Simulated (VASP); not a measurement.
# Os (Im-3m) in VASP: further runs

Os is run at these levels: PBE; tasks: single point, relaxation of cell and atoms.

Program: VASP 6.6.1. These are calculated values, not measurements. Logs are shortened: lines on timing, memory, paths and dates and some standing lists are left out, and cuts for length are marked.

## Step 1: The cell of the first run

It takes space group Im-3m (No. 229, cubic). Conventional cell: a = 3.019 Å, b = 3.019 Å, c = 3.019 Å, α = 90.00°, β = 90.00°, γ = 90.00°. Os (site symmetry m-3m) has 14 Os at 2.61 to 3.02 Å within 3.4 Å.

## Step 2: Single point, PBE

Input file INCAR:

```
PREC = Accurate
ENCUT = 520
EDIFF = 1E-6
ISMEAR = -1
SIGMA = 0.1
LREAL = F
LASPH = T
NELM = 100
ALGO = Normal
ISIF = 2
LWAVE = F
LCHARG = F
GGA = PE
NBANDS = 10
```

Input file KPOINTS:

```
Automatic mesh
0
Gamma
  19 19 19
```

Input file POSCAR:

```
Os
1.0
    1.5095224064      1.5095224064      1.5095224064
   -1.5095224064      1.5095224064      1.5095224064
   -1.5095224064     -1.5095224064      1.5095224064
Os
1
Direct
    0.0000000000      0.0000000000      0.0000000000
```

Potentials or basis: VASP PAW PBE potentials, release 64 (Os).

On the command line:

```
> cat potpaw_PBE.64/Os/POTCAR > POTCAR
> mpirun -np 1 vasp_std > vasp.out
```

OUTCAR:

```text
PREC = Accurate
   ENCUT = 520
   EDIFF = 1E-6
   ISMEAR = -1
   LREAL = F
   LASPH = T
   NELM = 100
   ISIF = 2
   GGA = PE

 ion  position               nearest neighbor table
   1  0.000  0.000  0.000-

  LATTYP: Found a body centered cubic cell.
 ALAT       =     3.0190448128

  Lattice vectors:

 A1 = (   1.5095224064,  -1.5095224064,  -1.5095224064)
 A2 = (   1.5095224064,   1.5095224064,   1.5095224064)
 A3 = (  -1.5095224064,  -1.5095224064,   1.5095224064)

Analysis of symmetry for initial positions (statically):
=====================================================================
 Subroutine PRICEL returns:
 Original cell was already a primitive cell.

 Routine SETGRP: Setting up the symmetry group for a
 body centered cubic supercell.

 Subroutine GETGRP returns: Found 48 space group operations
 (whereof 48 operations were pure point group operations)
 out of a pool of 48 trial point group operations.

The static configuration has the point symmetry O_h .

Analysis of symmetry for dynamics (positions and initial velocities):
=====================================================================
 Subroutine PRICEL returns:
 Original cell was already a primitive cell.

 Routine SETGRP: Setting up the symmetry group for a
 body centered cubic supercell.

 Subroutine GETGRP returns: Found 48 space group operations
 (whereof 48 operations were pure point group operations)
 out of a pool of 48 trial point group operations.

The dynamic configuration has the point symmetry O_h .

 Subroutine INISYM returns: Found 48 space group operations
 (whereof 48 operations are pure point group operations),
 and found     1 'primitive' translations

----------------------------------------------------------------------------------------

                                     Primitive cell

  volume of cell :      13.7587

  direct lattice vectors                    reciprocal lattice vectors
     1.509522406  1.509522406  1.509522406     0.331230592  0.000000000  0.331230592
    -1.509522406  1.509522406  1.509522406    -0.331230592  0.331230592  0.000000000
    -1.509522406 -1.509522406  1.509522406     0.000000000 -0.331230592  0.331230592

  length of vectors
     2.614569503  2.614569503  2.614569503     0.468430795  0.468430795  0.468430795

  position of ions in fractional coordinates (direct lattice)
     0.000000000  0.000000000  0.000000000

  ion indices of the primitive-cell ions
   primitive index   ion index
                 1           1

----------------------------------------------------------------------------------------

 KPOINTS: Automatic mesh

Automatic generation of k-mesh.
 Grid dimensions read from file:
 generate k-points for:   19   19   19

 Generating k-lattice:

  Cartesian coordinates                     Fractional coordinates (reciprocal lattice)
     0.017433189  0.000000000  0.017433189     0.052631579  0.000000000  0.000000000
    -0.017433189  0.017433189  0.000000000     0.000000000  0.052631579  0.000000000
     0.000000000 -0.017433189  0.017433189     0.000000000  0.000000000  0.052631579

  Length of vectors
     0.024654252  0.024654252  0.024654252

  Shift w.r.t. Gamma in fractional coordinates (k-lattice)
     0.000000000  0.000000000  0.000000000

 Subroutine IBZKPT returns following result:
 ===========================================

 Found    220 irreducible k-points:

 Following reciprocal coordinates:
            Coordinates               Weight
  0.000000  0.000000  0.000000      1.000000
  0.052632  0.000000  0.000000     12.000000
  0.105263  0.000000  0.000000     12.000000
  0.157895  0.000000  0.000000     12.000000
  0.210526  0.000000  0.000000     12.000000
  0.263158  0.000000  0.000000     12.000000
[... 16 lines left out ...]
  0.368421  0.105263 -0.000000     48.000000
  0.421053  0.105263  0.000000     48.000000
 [... further k-points ...]
   k-points           NKPTS =    220   k-points in BZ     NKDIM =    220   number of bands    NBANDS=     10
   number of dos      NEDOS =    301   number of ions     NIONS =      1
   total plane-waves  NPLWV =   8000
   dimension x,y,z NGX =    20 NGY =   20 NGZ =   20
   dimension x,y,z NGXF=    40 NGYF=   40 NGZF=   40
   ions per type =               1
   NGX,Y,Z   is equivalent  to a cutoff of  12.72, 12.72, 12.72 a.u.
   NGXF,Y,Z  is equivalent  to a cutoff of  25.43, 25.43, 25.43 a.u.
 SYSTEM =  unknown system
   PREC   = accura    normal or accurate (medium, high low for compatibility)
   ISTART =      0    job   : 0-new  1-cont  2-samecut
   ICHARG =      2    charge: 1-file 2-atom 10-const
   ISPIN  =      1    spin polarized calculation?
   LNONCOLLINEAR =      F non collinear calculations
   LSORBIT =      F    spin-orbit coupling
   LASPH  =      T    aspherical Exc in radial PAW
   ENCUT  =  520.0 eV  38.22 Ry    6.18 a.u.   4.86  4.86  4.86*2*pi/ulx,y,z
   NELM   =    100;   NELMIN=  2; NELMDL= -5     # of ELM steps
   EDIFF  = 0.1E-05   stopping-criterion for ELM
   LREAL  =      F    real-space projection
   EDIFFG = 0.1E-04   stopping-criterion for IOM
   NSW    =      0    number of steps for IOM
   IBRION =     -1    ionic relax: 0-MD 1-quasi-New 2-CG
   NFREE  =      0    steps in history (QN), initial steepest desc. (CG)
   ISIF   =      2    stress and relaxation
   ISYM   =      2    0-nonsym 1-usesym 2-fastsym
   POTIM  = 0.5000    time-step for ionic-motion
   TEBEG  =    0.0;   TEEND  =   0.0 temperature during run
   PSTRESS=    0.0 pullay stress
   NELECT =       8.0000    total number of electrons
   NUPDOWN=      -1.0000    fix difference up-down
   EMIN   =  10.00;   EMAX   =-10.00  energy-range for DOS
   EFERMI =   0.00;   METHOD = LEGACY
   ISMEAR =    -1;   SIGMA  =   0.10  broadening in eV -4-tet -1-fermi 0-gaus
   EFERMI_NEDOS =   21; number of points for ismear=-14 and -15
   IALGO  =     38    algorithm
   IMIX   =      4    mixing-type and parameters
     AMIX     =   0.40;   BMIX     =  1.00
     AMIX_MAG =   1.60;   BMIX_MAG =  1.00
  volume/ion in A,a.u.               =      13.76        92.85
  Fermi-wavevector in a.u.,A,eV,Ry     =   1.366402  2.582126 25.402831  1.867055
  Thomas-Fermi vector in A             =   2.492546
   LORBIT       =      0    0 simple, 1 ext, 2 COOP (PROOUT), +10 PAW based schemes
   GGA     = PE    functional components
[... 5 lines left out ...]
 non-spin polarized calculation
  energy-cutoff  :      520.00
  volume of cell :       13.76
 maximum number of plane-waves:       380
   NGX =  9   NGY =  9   NGZ =  9

 number of electron       8.0000001 magnetization

 Free energy of the ion-electron system (eV)
  ---------------------------------------------------
  ext. energy  EPLUGINS =         0.00000000
  ---------------------------------------------------
  free energy    TOTEN  =       -10.29002430 eV

  energy without entropy =      -10.24452449  energy(sigma->0) =      -10.26727440

 E-fermi :  10.0531     XC(G=0): -14.1400

 val. band max:       10.0316004071   @ k =   0.1579  -0.4211   0.0526
 cond. band min:      10.0549596039   @ k =   0.1579   0.4737   0.1053
 fundamental gap:      0.0233591969
 Fermi energy:        10.0530719625

 k-point     1 :       0.0000    0.0000    0.0000
  band No.  band energies     occupation
      1      -1.3723      2.00000
      2       6.4270      2.00000
      3       6.4270      2.00000
      4       6.4270      2.00000
      5       9.9403      1.51070
      6       9.9403      1.51070
      7      26.2767      0.00000
      8      26.2767      0.00000
      9      26.2767      0.00000
     10      38.9107      0.00000

 k-point     2 :       0.0526    0.0000    0.0000
  band No.  band energies     occupation
      1      -1.2316      2.00000
      2       6.3524      2.00000
      3       6.4189      2.00000
      4       6.5596      2.00000
      5       9.8287      1.80818
      6       9.9444      1.49555
      7      26.3816      0.00000
      8      26.5090      0.00000
      9      26.5565      0.00000
     10      37.4315      0.00000

 k-point     3 :       0.1053    0.0000    0.0000
  band No.  band energies     occupation
      1      -0.8230      2.00000
      2       6.1426      2.00000
      3       6.3787      2.00000
      4       6.9529      2.00000
      5       9.5694      1.98426
      6       9.9603      1.43341
      7      26.6345      0.00000
      8      27.1897      0.00000
      9      27.2630      0.00000
     10      35.4350      0.00000

 k-point     4 :       0.1579    0.0000    0.0000
  band No.  band energies     occupation
      1      -0.1925      2.00000
      2       5.8348      2.00000
      3       6.2798      2.00000
      4       7.5933      2.00000
      5       9.3335      1.99850
      6       9.9973      1.27201
      7      26.8138      0.00000
      8      27.9465      0.00000
      9      28.2756      0.00000
     10      33.9678      0.00000

 k-point     5 :       0.2105    0.0000    0.0000
  band No.  band energies     occupation
      1       0.5642      2.00000
      2       5.4755      2.00000
      3       6.1615      2.00000
      4       8.4557      2.00000
      5       9.2598      1.99928
      6      10.0651      0.94004
      7      26.5479      0.00000
      8      27.7763      0.00000
      9      29.7074      0.00000
     10      33.4897      0.00000

 k-point     6 :       0.2632    0.0000    0.0000
  band No.  band energies     occupation
      1       1.2745      2.00000
      2       5.1101      2.00000
      3       6.2088      2.00000
      4       9.3660      1.99793
      5       9.5002      1.99209
      6      10.1683      0.48000
      7      25.7264      0.00000
      8      26.4203      0.00000
      9      31.4167      0.00000
     10      34.1341      0.00000

 k-point     7 :       0.3158    0.0000    0.0000
  band No.  band energies     occupation
      1       1.7253      2.00000
      2       4.7767      2.00000
      3       6.6678      2.00000
      4       9.5836      1.98188
      5      10.3017      0.15368
      6      10.6630      0.00448
      7      24.5096      0.00000
      8      24.6724      0.00000
      9      32.6754      0.00000
     10      33.3239      0.00000

 k-point     8 :       0.3684    0.0000    0.0000
  band No.  band energies     occupation
      1       1.8629      2.00000
      2       4.5039      2.00000
      3       7.5714      2.00000
      4       9.8238      1.81658
      5      10.4469      0.03822
      6      11.8400      0.00000
      7      22.5536      0.00000
      8      23.6939      0.00000
      9      30.5130      0.00000
     10      35.3159      0.00000

 k-point     9 :       0.4211    0.0000    0.0000
  band No.  band energies     occupation
      1       1.8352      2.00000
      2       4.3117      2.00000
      3       8.6528      2.00000
      4       9.9913      1.29939
      5      10.5740      0.01087
      6      12.8613      0.00000
      7      20.8786      0.00000
      8      22.9618      0.00000
      9      28.8104      0.00000
     10      35.4968      0.00000
[... 118 lines left out ...]
 k-point    19 :      -0.4737    0.0526    0.0000
  band No.  band energies     occupation
      1       1.8795      2.00000
      2       4.2317      2.00000
      3       9.2601      1.99928
      4       9.7824      1.87483
      5      10.9839      0.00018
      6      13.8265      0.00000
      7      19.6086      0.00000
      8      22.6883      0.00000
      9      27.5045      0.00000
     10      34.8299      0.00000

 k-point    20 :       0.2105    0.1053   -0.0000
  band No.  band energies     occupation
      1       0.1739      2.00000
      2       5.8199      2.00000
      3       5.9735      2.00000
      4       8.0842      2.00000
      5       9.1153      1.99983
      6      10.1422      0.58151
      7      27.3004      0.00000
      8      27.8412      0.00000
      9      28.4974      0.00000
     10      33.0756      0.00000

 k-point    21 :       0.2632    0.1053    0.0000
  band No.  band energies     occupation
      1       0.9186      2.00000
      2       5.5131      2.00000
      3       5.7742      2.00000
      4       8.9688      1.99996
      5       9.0504      1.99991
      6      10.2845      0.17991
      7      26.9624      0.00000
      8      27.5932      0.00000
      9      29.2646      0.00000
     10      32.9514      0.00000

 k-point    22 :       0.3158    0.1053    0.0000
  band No.  band energies     occupation
      1       1.6426      2.00000
      2       5.1601      2.00000
      3       5.7537      2.00000
      4       9.0730      1.99989
      5      10.1217      0.66962
      6      10.4360      0.04254
      7      25.6301      0.00000
      8      26.8135      0.00000
      9      30.4102      0.00000
     10      31.8305      0.00000

 k-point    23 :       0.3684    0.1053   -0.0000
  band No.  band energies     occupation
      1       2.1184      2.00000
      2       4.8424      2.00000
      3       6.0980      2.00000
      4       9.2980      1.99895
      5      10.5275      0.01726
      6      11.3911      0.00000
      7      24.0059      0.00000
      8      25.5109      0.00000
      9      30.3270      0.00000
     10      32.0265      0.00000

 k-point    24 :       0.4211    0.1053    0.0000
  band No.  band energies     occupation
      1       2.2603      2.00000
      2       4.5914      2.00000
      3       6.8435      2.00000
      4       9.5811      1.98232
      5      10.6633      0.00447
      6      12.6483      0.00000
      7      22.2154      0.00000
      8      24.3462      0.00000
      9      28.9743      0.00000
     10      33.6420      0.00000

 [... further k-points ...]

------------------------ aborting loop because EDIFF is reached ----------------------------------------

  FORCE on cell =-STRESS in cart. coord.  units (eV):
  Direction    XX          YY          ZZ          XY          YZ          ZX
  --------------------------------------------------------------------------------------
  -------------------------------------------------------------------------------------
  Total        2.6513317      2.6513317      2.6513317      0.0000000      0.0000000      0.0000000
  in kB      308.7421839    308.7421839    308.7421839      0.0000000      0.0000000      0.0000000
  external PRESSURE =     308.7421839 kB  Pullay stress =       0.0000000 kB

 VOLUME and BASIS-vectors are now :
 -----------------------------------------------------------------------------
  energy-cutoff  :      520.00
  volume of cell :       13.76
      direct lattice vectors                 reciprocal lattice vectors
     1.509522406  1.509522406  1.509522406     0.331230592  0.000000000  0.331230592
    -1.509522406  1.509522406  1.509522406    -0.331230592  0.331230592  0.000000000
    -1.509522406 -1.509522406  1.509522406     0.000000000 -0.331230592  0.331230592

 POSITION                                       TOTAL-FORCE (eV/Angst)
 -----------------------------------------------------------------------------------
      0.00000      0.00000      0.00000        -0.000000      0.000000      0.000000
 -----------------------------------------------------------------------------------
    total drift:                               -0.000000     -0.000000      0.000000

  FREE ENERGIE OF THE ION-ELECTRON SYSTEM (eV)
  ---------------------------------------------------
  free  energy   TOTEN  =       -10.2900243042 eV

  energy  without entropy=      -10.2445244917  energy(sigma->0) =      -10.26727440
```

It took 8.6 s on 1 thread of Intel Xeon 6975P-C (Granite Rapids), shared host; peak memory 0.15 GiB.

What came out:

```yaml
Free_energy: -10.2900 eV
Pressure: 30.9 GPa
Band_gap_on_the_k_mesh: zero (band 4 reaches 12.45 eV, above the bottom of band 5 at 7.54 eV)
```

Caveat: spin-orbit coupling is left out, which moves the levels of the heavy elements.

## Step 3: Single point, PBE

This run uses another cell than the first one, of 14.06 Å³/atom, 1.022 times its volume.

Input file INCAR:

```
SYSTEM = Os
ALGO = Normal
EDIFF = 1E-6
ENCUT = 520
GGA = PE
ISIF = 2
ISMEAR = -1
LASPH = .TRUE.
LCHARG = .FALSE.
LREAL = .FALSE.
LWAVE = .FALSE.
NBANDS = 10
NELM = 60
PREC = Accurate
SIGMA = 0.1
```

Input file KPOINTS:

```
k-points
0
G
  19 19 19
  0 0 0
```

Input file POSCAR:

```
Os
1.0
    1.5204056144      1.5204056144      1.5204056144
   -1.5204056144      1.5204056144      1.5204056144
   -1.5204056144     -1.5204056144      1.5204056144
Os
1
Direct
    0.0000000000      0.0000000000      0.0000000000
```

Potentials or basis: VASP PAW PBE potentials, release 64 (Os).

On the command line:

```
> cat potpaw_PBE.64/Os/POTCAR > POTCAR
> mpirun -np 1 vasp_std > vasp.out
```

It took 8.9 s on 1 thread of Intel Xeon 6975P-C (Granite Rapids), shared host; peak memory 0.15 GiB.

It converged, with:

```
Free energy            : -10.3382 eV
Pressure               : 20.6 GPa
Band gap on the k mesh : zero (band 4 reaches 12.03 eV, above the bottom of band 5 at 7.28 eV)
```

Levels at points of the mesh, in eV from the Fermi level:
```csv
k point,band 2,band 3,band 4,band 5,band 6,band 7
"(0.00, 0.00, 0.00)",-3.52,-3.52,-3.52,-0.10,-0.10,16.21
```

Caveat: spin-orbit coupling is left out, which moves the levels of the heavy elements.

(Part 1 of 2 ends here.)
